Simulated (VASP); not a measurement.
Here is a VASP 6.6.1 calculation.

Contents of INCAR:

```
SYSTEM = AlRu
ALGO = Normal ; EDIFF = 1E-6
ENCUT = 520 ; GGA = PE
ISIF = 2 ; ISMEAR = -1
LASPH = .True. ; LCHARG = .True.
LELF = .True. ; LREAL = .False.
LVHAR = .True. ; LWAVE = .False.
NBANDS = 25 ; NELM = 100
PREC = Accurate ; SIGMA = 0.1
```

Contents of KPOINTS:

```
k-points
0
Gamma
  10 10 6
  0 0 0
```

Contents of POSCAR:

```
AlRu
1.0
    2.8320006872      0.0000000000      0.0000000000
   -1.4160003436      2.4525845386      0.0000000000
    0.0000000000      0.0000000000      7.7002648328
Ru Al
2 2
Direct
    0.0000000000      0.0000000000      0.0000000000
    0.0000000000      0.0000000000      0.5000000000
    0.3333333333      0.6666666667      0.2500000000
    0.6666666667      0.3333333333      0.7500000000
```

Potentials or basis: VASP PAW PBE potentials, release 64 (Ru_pv, Al).

Launch:

```sh
$ cat potpaw_PBE.64/Ru_pv/POTCAR potpaw_PBE.64/Al/POTCAR > POTCAR
$ mpirun -np 1 vasp_std > vasp.out
```

Predict the band gap on the k mesh.

zero (band 17 reaches 13.13 eV, above the bottom of band 18 at 10.41 eV).

Predict the pressure.

12.0 GPa.
